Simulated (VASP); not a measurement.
# ZrB (Fm-3m) in VASP: further runs

Runs on ZrB. Level: LDA. Tasks: single point, relaxation of cell and atoms.

All numbers are computed with VASP 6.6.1; they aren't measurements. Logs are shortened: lines on timing, memory, paths and dates and some standing lists are left out, and cuts for length are marked.

## Step 1: The cell of the first run

It takes space group Fm-3m (No. 225, cubic). The conventional cell has a = 4.831 Å, b = 4.831 Å, c = 4.831 Å, α = 90.00°, β = 90.00°, γ = 90.00°. Within 3.2 Å of Zr (site symmetry m-3m) lie 6 B at 2.42 Å. B (site symmetry m-3m) has 6 Zr at 2.42 Å within 3.2 Å.

## Step 2: Single point, LDA

INCAR

```
  ALGO = Normal
  EDIFF = 1E-6
  ENCUT = 500
  GGA = CA
  GGA_COMPAT = F
  ISIF = 2
  ISMEAR = 0
  LASPH = T
  LCHARG = F
  LREAL = F
  LWAVE = F
  NBANDS = 14
  NELM = 120
  PREC = Accurate
  SIGMA = 0.1
```

KPOINTS

```
k-points
0
Gamma
  8 8 8
```

POSCAR

```
ZrB
1.0
    0.0000000000      2.4156803549      2.4156803549
    2.4156803549      0.0000000000      2.4156803549
    2.4156803549      2.4156803549      0.0000000000
Zr B
1 1
Direct
    0.0000000000      0.0000000000      0.0000000000
    0.5000000000      0.5000000000      0.5000000000
```

Potentials or basis: VASP PAW LDA potentials, release 64 (Zr_sv, B).

The run is started by

```
> cat potpaw_LDA.64/Zr_sv/POTCAR potpaw_LDA.64/B/POTCAR > POTCAR
> mpirun -np 1 vasp_std > vasp.out
```

OUTCAR:

```text
EDIFF = 1E-6
   ENCUT = 500
   GGA = CA
   ISIF = 2
   ISMEAR = 0
   LASPH = T
   LREAL = F
   NELM = 120
   PREC = Accurate

 ion  position               nearest neighbor table
   1  0.000  0.000  0.000-   2 2.42   2 2.42   2 2.42   2 2.42   2 2.42   2 2.42
   2  0.500  0.500  0.500-   1 2.42   1 2.42   1 2.42   1 2.42   1 2.42   1 2.42

  LATTYP: Found a face centered cubic cell.
 ALAT       =     4.8313607098

  Lattice vectors:

 A1 = (   0.0000000000,   2.4156803549,   2.4156803549)
 A2 = (   2.4156803549,   0.0000000000,   2.4156803549)
 A3 = (   2.4156803549,   2.4156803549,   0.0000000000)

Analysis of symmetry for initial positions (statically):
=====================================================================
 Subroutine PRICEL returns:
 Original cell was already a primitive cell.

 Routine SETGRP: Setting up the symmetry group for a
 face centered cubic supercell.

 Subroutine GETGRP returns: Found 48 space group operations
 (whereof 48 operations were pure point group operations)
 out of a pool of 48 trial point group operations.

The static configuration has the point symmetry O_h .

Analysis of symmetry for dynamics (positions and initial velocities):
=====================================================================
 Subroutine PRICEL returns:
 Original cell was already a primitive cell.

 Routine SETGRP: Setting up the symmetry group for a
 face centered cubic supercell.

 Subroutine GETGRP returns: Found 48 space group operations
 (whereof 48 operations were pure point group operations)
 out of a pool of 48 trial point group operations.

The dynamic configuration has the point symmetry O_h .

 Subroutine INISYM returns: Found 48 space group operations
 (whereof 48 operations are pure point group operations),
 and found     1 'primitive' translations

----------------------------------------------------------------------------------------

                                     Primitive cell

  volume of cell :      28.1935

  direct lattice vectors                    reciprocal lattice vectors
     0.000000000  2.415680355  2.415680355    -0.206981027  0.206981027  0.206981027
     2.415680355  0.000000000  2.415680355     0.206981027 -0.206981027  0.206981027
     2.415680355  2.415680355  0.000000000     0.206981027  0.206981027 -0.206981027

  length of vectors
     3.416287920  3.416287920  3.416287920     0.358501654  0.358501654  0.358501654

  position of ions in fractional coordinates (direct lattice)
     0.000000000  0.000000000  0.000000000
     0.500000000  0.500000000  0.500000000

[... 89 lines left out ...]
   EMIN   =  10.00;   EMAX   =-10.00  energy-range for DOS
   EFERMI =   0.00;   METHOD = LEGACY
   ISMEAR =     0;   SIGMA  =   0.10  broadening in eV -4-tet -1-fermi 0-gaus
   EFERMI_NEDOS =   21; number of points for ismear=-14 and -15
   IALGO  =     38    algorithm
   IMIX   =      4    mixing-type and parameters
     AMIX     =   0.40;   BMIX     =  1.00
     AMIX_MAG =   1.60;   BMIX_MAG =  1.00
  volume/ion in A,a.u.               =      14.10        95.13
  Fermi-wavevector in a.u.,A,eV,Ry     =   1.326546  2.506809 23.942518  1.759725
  Thomas-Fermi vector in A             =   2.455925
   LORBIT       =      0    0 simple, 1 ext, 2 COOP (PROOUT), +10 PAW based schemes
   GGA     = CA    functional components
   LHFCALC =     F    Hartree Fock is set to
   AEXX    =    0.0000 exact exchange contribution
   IVDW    =     0    specifies the selected vdW correction
   LEPSILON=     F    determine dielectric tensor
   LRPA    =     F    only Hartree local field effects (RPA)
 non-spin polarized calculation
 Gauss-broadening in eV      SIGMA  =   0.10
  energy-cutoff  :      500.00
  volume of cell :       28.19
 maximum number of plane-waves:       725
 NGX is ok and might be reduce to    28
   NGX = 13   NGY = 13   NGZ = 13

 number of electron      15.0000000 magnetization

 Free energy of the ion-electron system (eV)
  ---------------------------------------------------
  ext. energy  EPLUGINS =         0.00000000
  ---------------------------------------------------
  free energy    TOTEN  =       -17.51685496 eV

  energy without entropy =      -17.50959231  energy(sigma->0) =      -17.51322363

 E-fermi :   7.7782     XC(G=0): -11.8553

 val. band max:        7.7319078802   @ k =   0.5000   0.2500   0.0000
 cond. band min:       7.8313289509   @ k =   0.3750   0.2500   0.1250
 fundamental gap:      0.0994210707
 Fermi energy:         7.7782243142

 k-point     1 :       0.0000    0.0000    0.0000
  band No.  band energies     occupation
      1     -39.2471      2.00000
      2     -17.2050      2.00000
      3     -17.2050      2.00000
      4     -17.2050      2.00000
      5      -0.2621      2.00000
      6       9.5001      0.00000
      7       9.5001      0.00000
      8       9.5001      0.00000
      9      11.0352      0.00000
     10      11.0352      0.00000
     11      11.2904      0.00000
     12      11.2904      0.00000
     13      11.2904      0.00000
     14      18.6072      0.00000
[... 377 lines left out ...]
      1     -39.1614      2.00000
      2     -17.7583      2.00000
      3     -17.4452      2.00000
      4     -17.3291      2.00000
      5       3.0842      2.00000
      6       4.8797      2.00000
      7       6.7689      2.00000
      8       7.0757      2.00000
      9      12.2319      0.00000
     10      12.3003      0.00000
     11      13.7436      0.00000
     12      17.3065      0.00000
     13      17.3706      0.00000
     14      18.7579      0.00000

 [... further k-points ...]

------------------------ aborting loop because EDIFF is reached ----------------------------------------

  FORCE on cell =-STRESS in cart. coord.  units (eV):
  Direction    XX          YY          ZZ          XY          YZ          ZX
  --------------------------------------------------------------------------------------
  -------------------------------------------------------------------------------------
  Total        0.0715808      0.0715808      0.0715808      0.0000000      0.0000000     -0.0000000
  in kB        4.0677920      4.0677920      4.0677920      0.0000000      0.0000000     -0.0000000
  external PRESSURE =       4.0677920 kB  Pullay stress =       0.0000000 kB

 VOLUME and BASIS-vectors are now :
 -----------------------------------------------------------------------------
  energy-cutoff  :      500.00
  volume of cell :       28.19
      direct lattice vectors                 reciprocal lattice vectors
     0.000000000  2.415680355  2.415680355    -0.206981027  0.206981027  0.206981027
     2.415680355  0.000000000  2.415680355     0.206981027 -0.206981027  0.206981027
     2.415680355  2.415680355  0.000000000     0.206981027  0.206981027 -0.206981027

 POSITION                                       TOTAL-FORCE (eV/Angst)
 -----------------------------------------------------------------------------------
      0.00000      0.00000      0.00000         0.000000      0.000000      0.000000
      2.41568      2.41568      2.41568        -0.000000     -0.000000     -0.000000
 -----------------------------------------------------------------------------------
    total drift:                               -0.000000      0.000000      0.000000

  FREE ENERGIE OF THE ION-ELECTRON SYSTEM (eV)
  ---------------------------------------------------
  free  energy   TOTEN  =       -17.5168549597 eV

  energy  without entropy=      -17.5095923075  energy(sigma->0) =      -17.51322363
```

It took 13 s on 1 thread of AMD EPYC 7R43 (Zen 3), shared host; peak memory 0.11 GiB.

What came out:

```yaml
Free_energy: -17.5169 eV
Pressure: 0.4 GPa
```

## Step 3: Relaxation of cell and atoms, LDA

This run uses another cell than the first one, of 12.57 Å³/atom, 0.892 times its volume.

INCAR

```
SYSTEM = ZrB
ALGO = Normal
EDIFF = 1E-7
EDIFFG = -0.05
ENCUT = 500
GGA = CA
GGA_COMPAT = .FALSE.
IBRION = 2
ISIF = 3
ISMEAR = 0
LASPH = .TRUE.
LCHARG = .FALSE.
LREAL = .FALSE.
LWAVE = .FALSE.
NELM = 120
NELMIN = 4
NSW = 100
PREC = Accurate
SIGMA = 0.1
```

KPOINTS

```
k-points
0
G
  8 8 8
  0 0 0
```

POSCAR

```
ZrB
1.0
    0.0000000000      2.3250000000      2.3250000000
    2.3250000000      0.0000000000      2.3250000000
    2.3250000000      2.3250000000      0.0000000000
Zr B
1 1
Direct
    0.0000000000      0.0000000000      0.0000000000
    0.5000000000      0.5000000000      0.5000000000
```

Potentials or basis: VASP PAW LDA potentials, release 64 (Zr_sv, B).

The run is started by

```
> cat potpaw_LDA.64/Zr_sv/POTCAR potpaw_LDA.64/B/POTCAR > POTCAR
> mpirun -np 1 vasp_std > vasp.out
```

OUTCAR:

```text
SYSTEM = ZrB
   EDIFF = 1E-7
   EDIFFG = -0.05
   ENCUT = 500
   GGA = CA
   IBRION = 2
   ISIF = 3
   ISMEAR = 0
   LASPH = .TRUE.
   LREAL = .FALSE.
   NELM = 120
   NELMIN = 4
   NSW = 100
   PREC = Accurate

 ion  position               nearest neighbor table
   1  0.000  0.000  0.000-   2 2.33   2 2.33   2 2.33   2 2.33   2 2.33   2 2.33
   2  0.500  0.500  0.500-   1 2.33   1 2.33   1 2.33   1 2.33   1 2.33   1 2.33

  LATTYP: Found a face centered cubic cell.
 ALAT       =     4.6500000000

  Lattice vectors:

 A1 = (   0.0000000000,   2.3250000000,   2.3250000000)
 A2 = (   2.3250000000,   0.0000000000,   2.3250000000)
 A3 = (   2.3250000000,   2.3250000000,   0.0000000000)

Analysis of symmetry for initial positions (statically):
=====================================================================
 Subroutine PRICEL returns:
 Original cell was already a primitive cell.

 Routine SETGRP: Setting up the symmetry group for a
 face centered cubic supercell.

 Subroutine GETGRP returns: Found 48 space group operations
 (whereof 48 operations were pure point group operations)
 out of a pool of 48 trial point group operations.

The static configuration has the point symmetry O_h .

Analysis of symmetry for dynamics (positions and initial velocities):
=====================================================================
 Subroutine PRICEL returns:
 Original cell was already a primitive cell.

 Routine SETGRP: Setting up the symmetry group for a
 face centered cubic supercell.

 Subroutine GETGRP returns: Found 48 space group operations
 (whereof 48 operations were pure point group operations)
 out of a pool of 48 trial point group operations.

The dynamic configuration has the point symmetry O_h .

 Subroutine INISYM returns: Found 48 space group operations
 (whereof 48 operations are pure point group operations),
 and found     1 'primitive' translations

----------------------------------------------------------------------------------------

[... 134 lines left out ...]

 Free energy of the ion-electron system (eV)
  ---------------------------------------------------
  ext. energy  EPLUGINS =         0.00000000
  ---------------------------------------------------
  free energy    TOTEN  =       -17.28532206 eV

  energy without entropy =      -17.27761518  energy(sigma->0) =      -17.28146862

------------------------ aborting loop because EDIFF is reached ----------------------------------------

  FORCE on cell =-STRESS in cart. coord.  units (eV):
  Direction    XX          YY          ZZ          XY          YZ          ZX
  --------------------------------------------------------------------------------------
  -------------------------------------------------------------------------------------
  Total        4.0750021      4.0750021      4.0750021      0.0000000      0.0000000      0.0000000
  in kB      259.7404303    259.7404303    259.7404303      0.0000000      0.0000000      0.0000000
  external PRESSURE =     259.7404303 kB  Pullay stress =       0.0000000 kB
[... 95 lines left out ...]
--------------------------------------- Ionic step        4  -------------------------------------------

 number of electron      15.0000000 magnetization

 Free energy of the ion-electron system (eV)
  ---------------------------------------------------
  ext. energy  EPLUGINS =         0.00000000
  ---------------------------------------------------
  free energy    TOTEN  =       -17.51594920 eV

  energy without entropy =      -17.50868860  energy(sigma->0) =      -17.51231890

 E-fermi :   7.7495     XC(G=0): -11.8417

 val. band max:        7.7027398124   @ k =   0.5000   0.2500   0.0000
 cond. band min:       7.8020522640   @ k =   0.3750   0.2500   0.1250
 fundamental gap:      0.0993124516
 Fermi energy:         7.7494869863

 k-point     1 :       0.0000    0.0000    0.0000
  band No.  band energies     occupation
      1     -39.2887      2.00000
      2     -17.2478      2.00000
      3     -17.2478      2.00000
      4     -17.2478      2.00000
      5      -0.2854      2.00000
      6       9.4679      0.00000
      7       9.4679      0.00000
      8       9.4679      0.00000
      9      10.9961      0.00000
     10      10.9961      0.00000
     11      11.2546      0.00000
[... 309 lines left out ...]
 k-point    24 :      -0.3750    0.2500    0.1250
  band No.  band energies     occupation
      1     -39.2042      2.00000
      2     -17.7952      2.00000
      3     -17.4855      2.00000
      4     -17.3706      2.00000
      5       3.0539      2.00000
      6       4.8547      2.00000
      7       6.7394      2.00000
      8       7.0487      2.00000
      9      12.1892      0.00000
     10      12.2569      0.00000
     11      13.6933      0.00000

 [... further k-points ...]

------------------------ aborting loop because EDIFF is reached ----------------------------------------

  FORCE on cell =-STRESS in cart. coord.  units (eV):
  Direction    XX          YY          ZZ          XY          YZ          ZX
  --------------------------------------------------------------------------------------
  -------------------------------------------------------------------------------------
  Total       -0.0167844     -0.0167844     -0.0167844     -0.0000000     -0.0000000      0.0000000
  in kB       -0.9509824     -0.9509824     -0.9509824     -0.0000000     -0.0000000      0.0000000
  external PRESSURE =      -0.9509824 kB  Pullay stress =       0.0000000 kB
[... 17 lines left out ...]
  FREE ENERGIE OF THE ION-ELECTRON SYSTEM (eV)
  ---------------------------------------------------
  free  energy   TOTEN  =       -17.5159492016 eV

  energy  without entropy=      -17.5086886037  energy(sigma->0) =      -17.51231890

 reached required accuracy - stopping structural energy minimisation
```

OSZICAR:

```text
N       E                     dE             d eps       ncg     rms          rms(c)
DAV:   1     0.102351026281E+03    0.10235E+03   -0.79541E+03   638   0.128E+03
DAV:   2    -0.142288025786E+02   -0.11658E+03   -0.11140E+03   719   0.343E+02
DAV:   3    -0.188182762260E+02   -0.45895E+01   -0.44329E+01   873   0.607E+01
[... 41 lines left out ...]
DAV:   4    -0.175159196169E+02   -0.35287E-04   -0.55281E-05   781   0.667E-02    0.306E-02
DAV:   5    -0.175159417539E+02   -0.22137E-04   -0.46482E-05   841   0.463E-02    0.224E-02
DAV:   6    -0.175159490348E+02   -0.72809E-05   -0.79976E-06   995   0.223E-02    0.485E-03
DAV:   7    -0.175159492111E+02   -0.17624E-06   -0.35750E-07   659   0.656E-03    0.108E-03
DAV:   8    -0.175159492016E+02    0.94635E-08   -0.12538E-08   322   0.152E-03
   4 F= -.17515949E+02 E0= -.17512319E+02  d E =-.230627E+00
```

Wall time 27 s (1 thread of AMD EPYC 7R43 (Zen 3), shared host); peak memory 0.1 GiB.

What came out:

| Item | Value |
| --- | --- |
| Free energy | -17.5159 eV |
| Relaxed volume | 14.14 Å³/atom |
| Relaxed cell | a = 3.420 Å, b = 3.420 Å, c = 3.420 Å, α = 60.00°, β = 60.00°, γ = 60.00° |
| Space group after relaxing (to 0.05 Å) | Fm-3m (No. 225) |
| Energy gained by relaxing | 115.3 meV/atom |
| Ionic steps | 4 |
| Pressure after relaxing | -0.1 GPa |

Step by step:
| step | energy change (eV) | largest force (eV/Å) | pressure (GPa) | volume (Å³) |
| --- | --- | --- | --- | --- |
| 1 | 0.0000 | 0.0000 | 25.97 | 25.14 |
| 2 | 0.1484 | 0.0000 | -21.11 | 33.30 |
| 3 | -0.2303 | 0.0000 | -0.81 | 28.39 |
| 4 | -0.2306 | 0.0000 | -0.10 | 28.28 |

Final structure:
```
Zr B
1.0
     0.00000    2.41808    2.41808
     2.41808    0.00000    2.41808
     2.41808    2.41808    0.00000
Zr B
1 1
Direct
  0.00000 0.00000 0.00000
  0.50000 0.50000 0.50000
```

Levels at points of the mesh, in eV from the Fermi level:
```tsv
k point	band 6	band 7	band 8	band 9	band 10	band 11
(0.00, 0.00, 0.00)	1.72	1.72	1.72	3.25	3.25	3.51
(0.50, 0.00, 0.00)	-3.91	-1.24	-1.24	4.97	4.97	6.32
(0.50, 0.50, 0.00)	-0.91	-0.65	2.16	2.16	4.75	5.94
```

Caveat: the volume moved by +12 % from the deposited cell, more than functionals usually miss.
